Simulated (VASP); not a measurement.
# Rh (P6_3/mmc) in VASP: further runs

Runs on Rh. Level: LDA. Tasks: single point.

Everything below comes from runs of VASP 6.6.1. Logs are shortened: lines on timing, memory, paths and dates and some standing lists are left out, and cuts for length are marked.

## 1. The cell of the first run

The structure is hexagonal, space group P6_3/mmc (No. 194). The conventional cell has a = 2.578 Å, b = 2.578 Å, c = 8.436 Å, α = 90.00°, β = 90.00°, γ = 120.00°. Within 3.4 Å of Rh (site symmetry -3m) lie 12 Rh at 2.58 Å. Rh (site symmetry -6m2) has 12 Rh at 2.58 Å within 3.4 Å.

This isn't the form of Rh at room conditions, which is fcc.

## 2. Single point, LDA

File INCAR:

```
PREC     = Accurate       # precision mode
ENCUT    = 520            # plane-wave cutoff, eV
EDIFF    = 1E-7           # SCF threshold, eV
ISMEAR   = 0              # smearing method
SIGMA    = 0.15           # smearing width, eV
LREAL    = False          # projectors in reciprocal space
LASPH    = True           # aspherical terms in the spheres
NELM     = 60             # most SCF steps
ALGO     = Fast           # electronic algorithm
ISIF     = 2              # what is computed and relaxed
LWAVE    = False          # write WAVECAR
LCHARG   = False          # write CHGCAR
GGA      = CA             # functional
NBANDS   = 38             # bands
```

File KPOINTS:

```
Automatic mesh
0
Gamma
  18 18 6
```

File POSCAR:

```
Rh
1.0
    2.5775000000      0.0000000000      0.0000000000
   -1.2887500000      2.2321804783      0.0000000000
    0.0000000000      0.0000000000      8.4358000000
Rh
4
Direct
    0.0000000000      0.0000000000      0.0000000000
    0.3333333333      0.6666666667      0.2500000000
    0.0000000000      0.0000000000      0.5000000000
    0.6666666667      0.3333333333      0.7500000000
```

Potentials or basis: VASP PAW LDA potentials, release 64 (Rh_pv).

Run with:

```sh
$ cat potpaw_LDA.64/Rh_pv/POTCAR > POTCAR
$ mpirun -np 1 vasp_std > vasp.out
```

OUTCAR:

```text
PREC = Accurate
   ENCUT = 520
   EDIFF = 1E-7
   ISMEAR = 0
   LREAL = False
   LASPH = True
   NELM = 60
   ISIF = 2
   GGA = CA

 ion  position               nearest neighbor table
   1  0.000  0.000  0.000-   2 2.58   4 2.58   4 2.58   2 2.58   4 2.58   2 2.58
   2  0.333  0.667  0.250-   1 2.58   3 2.58   1 2.58   3 2.58   1 2.58   3 2.58
   3  0.000  0.000  0.500-   2 2.58   4 2.58   4 2.58   2 2.58   4 2.58   2 2.58
   4  0.667  0.333  0.750-   1 2.58   3 2.58   1 2.58   3 2.58   1 2.58   3 2.58

  LATTYP: Found a hexagonal cell.
 ALAT       =     2.5775000000
 C/A-ratio  =     3.2728612997

  Lattice vectors:

 A1 = (   2.5775000000,   0.0000000000,   0.0000000000)
 A2 = (  -1.2887500000,   2.2321804783,   0.0000000000)
 A3 = (   0.0000000000,   0.0000000000,   8.4358000000)

Analysis of symmetry for initial positions (statically):
=====================================================================
 Subroutine PRICEL returns:
 Original cell was already a primitive cell.

 Routine SETGRP: Setting up the symmetry group for a
 hexagonal supercell.

 Subroutine GETGRP returns: Found 24 space group operations
 (whereof 12 operations were pure point group operations)
 out of a pool of 24 trial point group operations.

The static configuration has the point symmetry D_3d.
 The point group associated with its full space group is D_6h.

Analysis of symmetry for dynamics (positions and initial velocities):
=====================================================================
 Subroutine PRICEL returns:
 Original cell was already a primitive cell.

 Routine SETGRP: Setting up the symmetry group for a
 hexagonal supercell.

 Subroutine GETGRP returns: Found 24 space group operations
 (whereof 12 operations were pure point group operations)
 out of a pool of 24 trial point group operations.

The dynamic configuration has the point symmetry D_3d.
 The point group associated with its full space group is D_6h.

 Subroutine INISYM returns: Found 24 space group operations
 (whereof 12 operations are pure point group operations),
 and found     1 'primitive' translations

----------------------------------------------------------------------------------------

                                     Primitive cell

  volume of cell :      48.5349

  direct lattice vectors                    reciprocal lattice vectors
     2.577500000  0.000000000  0.000000000     0.387972842  0.223996225  0.000000000
    -1.288750000  2.232180478  0.000000000     0.000000000  0.447992449  0.000000000
     0.000000000  0.000000000  8.435800000     0.000000000  0.000000000  0.118542403

  length of vectors
     2.577500000  2.577500000  8.435800000     0.447992449  0.447992449  0.118542403

  position of ions in fractional coordinates (direct lattice)
     0.000000000  0.000000000  0.000000000
     0.333333333  0.666666667  0.250000000
     0.000000000  0.000000000  0.500000000
     0.666666667  0.333333333  0.750000000

  ion indices of the primitive-cell ions
   primitive index   ion index
                 1           1
                 2           2
                 3           3
                 4           4

----------------------------------------------------------------------------------------

 KPOINTS: Automatic mesh

Automatic generation of k-mesh.
 Grid dimensions read from file:
 generate k-points for:   18   18    6

 Generating k-lattice:

  Cartesian coordinates                     Fractional coordinates (reciprocal lattice)
     0.021554047  0.012444235  0.000000000     0.055555556  0.000000000  0.000000000
     0.000000000  0.024888469  0.000000000     0.000000000  0.055555556  0.000000000
     0.000000000  0.000000000  0.019757067     0.000000000  0.000000000  0.166666667

  Length of vectors
     0.024888469  0.024888469  0.019757067

  Shift w.r.t. Gamma in fractional coordinates (k-lattice)
     0.000000000  0.000000000  0.000000000

 Subroutine IBZKPT returns following result:
 ===========================================

 Found    148 irreducible k-points:

 Following reciprocal coordinates:
            Coordinates               Weight
  0.000000  0.000000  0.000000      1.000000
  0.055556 -0.000000  0.000000      6.000000
  0.111111 -0.000000  0.000000      6.000000
  0.166667  0.000000  0.000000      6.000000
  0.222222  0.000000  0.000000      6.000000
  0.277778  0.000000  0.000000      6.000000
[... 16 lines left out ...]
  0.333333  0.111111  0.000000     12.000000
  0.388889  0.111111  0.000000     12.000000
 [... further k-points ...]
   k-points           NKPTS =    148   k-points in BZ     NKDIM =    148   number of bands    NBANDS=     38
   number of dos      NEDOS =    301   number of ions     NIONS =      4
   total plane-waves  NPLWV =  25600
   dimension x,y,z NGX =    20 NGY =   20 NGZ =   64
   dimension x,y,z NGXF=    40 NGYF=   40 NGZF=  128
   ions per type =               4
   NGX,Y,Z   is equivalent  to a cutoff of  12.90, 12.90, 12.61 a.u.
   NGXF,Y,Z  is equivalent  to a cutoff of  25.80, 25.80, 25.23 a.u.
 SYSTEM =  unknown system
   PREC   = accura    normal or accurate (medium, high low for compatibility)
   ISTART =      0    job   : 0-new  1-cont  2-samecut
   ICHARG =      2    charge: 1-file 2-atom 10-const
   ISPIN  =      1    spin polarized calculation?
   LNONCOLLINEAR =      F non collinear calculations
   LSORBIT =      F    spin-orbit coupling
   LASPH  =      T    aspherical Exc in radial PAW
   ENCUT  =  520.0 eV  38.22 Ry    6.18 a.u.   4.79  4.79 15.68*2*pi/ulx,y,z
   NELM   =     60;   NELMIN=  2; NELMDL= -5     # of ELM steps
   EDIFF  = 0.1E-06   stopping-criterion for ELM
   LREAL  =      F    real-space projection
   EDIFFG = 0.1E-05   stopping-criterion for IOM
   NSW    =      0    number of steps for IOM
   IBRION =     -1    ionic relax: 0-MD 1-quasi-New 2-CG
   NFREE  =      0    steps in history (QN), initial steepest desc. (CG)
   ISIF   =      2    stress and relaxation
   ISYM   =      2    0-nonsym 1-usesym 2-fastsym
   POTIM  = 0.5000    time-step for ionic-motion
   TEBEG  =    0.0;   TEEND  =   0.0 temperature during run
   PSTRESS=    0.0 pullay stress
   NELECT =      60.0000    total number of electrons
   NUPDOWN=      -1.0000    fix difference up-down
   EMIN   =  10.00;   EMAX   =-10.00  energy-range for DOS
   EFERMI =   0.00;   METHOD = LEGACY
   ISMEAR =     0;   SIGMA  =   0.15  broadening in eV -4-tet -1-fermi 0-gaus
   EFERMI_NEDOS =   21; number of points for ismear=-14 and -15
   IALGO  =     68    algorithm
   IMIX   =      4    mixing-type and parameters
     AMIX     =   0.40;   BMIX     =  1.00
     AMIX_MAG =   1.60;   BMIX_MAG =  1.00
  volume/ion in A,a.u.               =      12.13        81.88
  Fermi-wavevector in a.u.,A,eV,Ry     =   1.757008  3.320264 42.002252  3.087078
  Thomas-Fermi vector in A             =   2.826447
   LORBIT       =      0    0 simple, 1 ext, 2 COOP (PROOUT), +10 PAW based schemes
   GGA     = CA    functional components
   LHFCALC =     F    Hartree Fock is set to
   AEXX    =    0.0000 exact exchange contribution
   IVDW    =     0    specifies the selected vdW correction
   LEPSILON=     F    determine dielectric tensor
   LRPA    =     F    only Hartree local field effects (RPA)
 non-spin polarized calculation
 RMM-DIIS sequential band-by-band and
 Gauss-broadening in eV      SIGMA  =   0.15
  energy-cutoff  :      520.00
  volume of cell :       48.53
 maximum number of plane-waves:      1324
 NGX is ok and might be reduce to    20
   NGX =  9   NGY =  9   NGZ = 31

 number of electron      59.9999986 magnetization

 Free energy of the ion-electron system (eV)
  ---------------------------------------------------
  ext. energy  EPLUGINS =         0.00000000
  ---------------------------------------------------
  free energy    TOTEN  =       -34.20664686 eV

  energy without entropy =      -34.15494473  energy(sigma->0) =      -34.18079579

 E-fermi :  14.2185     XC(G=0): -15.1609

 val. band max:       14.2182089099   @ k =   0.5000  -0.0000   0.1667
 cond. band min:      14.2240603704   @ k =   0.3333   0.2222   0.5000
 fundamental gap:      0.0058514605
 Fermi energy:        14.2185346335

 k-point     1 :       0.0000    0.0000    0.0000
  band No.  band energies     occupation
      1     -33.3285      2.00000
      2     -32.7802      2.00000
      3     -32.7704      2.00000
      4     -32.3446      2.00000
      5     -32.3446      2.00000
      6     -32.2812      2.00000
[... 30 lines left out ...]
     37      24.0779      0.00000
     38      28.7545      0.00000

 k-point     2 :       0.0556   -0.0000    0.0000
  band No.  band energies     occupation
      1     -33.3173      2.00000
      2     -32.7826      2.00000
      3     -32.7733      2.00000
      4     -32.3715      2.00000
      5     -32.3531      2.00000
      6     -32.3017      2.00000
[... 30 lines left out ...]
     37      24.0477      0.00000
     38      28.9435      0.00000

 k-point     3 :       0.1111   -0.0000    0.0000
  band No.  band energies     occupation
      1     -33.2846      2.00000
      2     -32.7926      2.00000
      3     -32.7857      2.00000
      4     -32.4471      2.00000
      5     -32.3773      2.00000
      6     -32.3599      2.00000
[... 30 lines left out ...]
     37      23.9616      0.00000
     38      29.4412      0.00000

 k-point     4 :       0.1667    0.0000    0.0000
  band No.  band energies     occupation
      1     -33.2326      2.00000
      2     -32.8203      2.00000
      3     -32.8202      2.00000
      4     -32.5590      2.00000
      5     -32.4538      2.00000
      6     -32.4134      2.00000
[... 30 lines left out ...]
     37      23.8379      0.00000
     38      30.0074      0.00000
[... 703 lines left out ...]
      4     -32.9456      2.00000
      5     -32.9059      2.00000
      6     -32.6034      2.00000
[... 30 lines left out ...]
     37      23.8092      0.00000
     38      26.1527      0.00000

 k-point    23 :       0.3333    0.1111    0.0000
  band No.  band energies     occupation
      1     -33.2093      2.00000
      2     -33.1761      2.00000
      3     -33.0402      2.00000
      4     -32.9960      2.00000
      5     -32.8697      2.00000
      6     -32.6344      2.00000
[... 30 lines left out ...]
     37      24.6590      0.00000
     38      25.0158      0.00000

 k-point    24 :       0.3889    0.1111    0.0000
  band No.  band energies     occupation
      1     -33.2708      2.00000
      2     -33.2297      2.00000
      3     -33.1030      2.00000
      4     -33.0522      2.00000
      5     -32.7853      2.00000
      6     -32.6566      2.00000
[... 30 lines left out ...]
     37      24.8589      0.00000
     38      24.8712      0.00000

 [... further k-points ...]

------------------------ aborting loop because EDIFF is reached ----------------------------------------

  FORCE on cell =-STRESS in cart. coord.  units (eV):
  Direction    XX          YY          ZZ          XY          YZ          ZX
  --------------------------------------------------------------------------------------
  -------------------------------------------------------------------------------------
  Total       11.0553159     11.0553159     10.5590876      0.0000000      0.0000000      0.0000000
  in kB      364.9450571    364.9450571    348.5641515      0.0000000      0.0000000      0.0000000
  external PRESSURE =     359.4847552 kB  Pullay stress =       0.0000000 kB

 VOLUME and BASIS-vectors are now :
 -----------------------------------------------------------------------------
  energy-cutoff  :      520.00
  volume of cell :       48.53
      direct lattice vectors                 reciprocal lattice vectors
     2.577500000  0.000000000  0.000000000     0.387972842  0.223996225  0.000000000
    -1.288750000  2.232180478  0.000000000     0.000000000  0.447992449  0.000000000
     0.000000000  0.000000000  8.435800000     0.000000000  0.000000000  0.118542403

 POSITION                                       TOTAL-FORCE (eV/Angst)
 -----------------------------------------------------------------------------------
      0.00000      0.00000      0.00000         0.000000      0.000000      0.000000
     -0.00000      1.48812      2.10895         0.000000      0.000000     -0.000000
      0.00000      0.00000      4.21790         0.000000      0.000000      0.000000
      1.28875      0.74406      6.32685        -0.000000     -0.000000      0.000000
 -----------------------------------------------------------------------------------
    total drift:                                0.000000     -0.000000      0.000000

  FREE ENERGIE OF THE ION-ELECTRON SYSTEM (eV)
  ---------------------------------------------------
  free  energy   TOTEN  =       -34.2066468604 eV

  energy  without entropy=      -34.1549447280  energy(sigma->0) =      -34.18079579
```

Wall time 5.7 min (1 thread of AMD EPYC 7R43 (Zen 3), shared host); peak memory 0.25 GiB.

What came out:

| Quantity | Value |
| --- | --- |
| Free energy | -34.2066 eV |
| Pressure | 35.9 GPa |
| Band gap on the k mesh | zero (bands 30 and 31 overlap by 2.48 eV) |

Caveat: the cell stands under pressure.

## 3. Single point, LDA

This run uses another cell than the first one, of 12.19 Å³/atom.

File INCAR:

```
PREC = Accurate
ENCUT = 520
EDIFF = 1E-6
ISMEAR = 0
SIGMA = 0.15
LREAL = F
LASPH = T
NELM = 60
ALGO = Fast
ISIF = 2
LWAVE = F
LCHARG = T
GGA = CA
LELF = T
LVHAR = T
NBANDS = 38
```

KPOINTS is that of step 2.

File POSCAR:

```
Rh
1.0
    2.6572578348      0.0000000000      0.0000000000
   -1.3286289174      2.3012527894      0.0000000000
    0.0000000000      0.0000000000      7.9735000000
Rh
4
Direct
    0.0000000000      0.0000000000      0.0000000000
    0.3333333333      0.6666666667      0.2500000000
    0.0000000000      0.0000000000      0.5000000000
    0.6666666667      0.3333333333      0.7500000000
```

Potentials or basis: VASP PAW LDA potentials, release 64 (Rh_pv).

Run with:

```sh
$ cat potpaw_LDA.64/Rh_pv/POTCAR > POTCAR
$ mpirun -np 1 vasp_std > vasp.out
```

It took 4.6 min on 1 thread of AMD EPYC 7R43 (Zen 3), shared host; peak memory 0.25 GiB.

It converged, with:

```
Free energy            : -33.8862 eV
Pressure               : 37.1 GPa
Band gap on the k mesh : zero (bands 30 and 31 overlap by 2.29 eV)
```

Stress tensor (GPa, compression positive):
```
23.04  0.00  0.00
 0.00 23.04  0.00
 0.00  0.00 65.22
```

Levels at points of the mesh, in eV from the Fermi level:
| k point | band 27 | band 28 | band 29 | band 30 | band 31 | band 32 | band 33 | band 34 |
| --- | --- | --- | --- | --- | --- | --- | --- | --- |
| (0.00, 0.00, 0.00) | -2.97 | -2.09 | -2.09 | -1.47 | -1.47 | -0.33 | -0.33 | 0.72 |
| (0.50, 0.00, 0.00) | 0.39 | 0.39 | 0.73 | 0.82 | 0.95 | 1.02 | 1.29 | 2.27 |
| (0.00, 0.00, 0.50) | -1.51 | -1.51 | -1.51 | -1.51 | -0.66 | -0.66 | 0.12 | 0.12 |
| (0.50, 0.00, 0.50) | -0.16 | -0.16 | 0.27 | 0.27 | 0.74 | 0.74 | 3.03 | 3.03 |

Caveat: the stress differs along the axes, from 23 to 65 GPa.

[end of part 1 of 3]
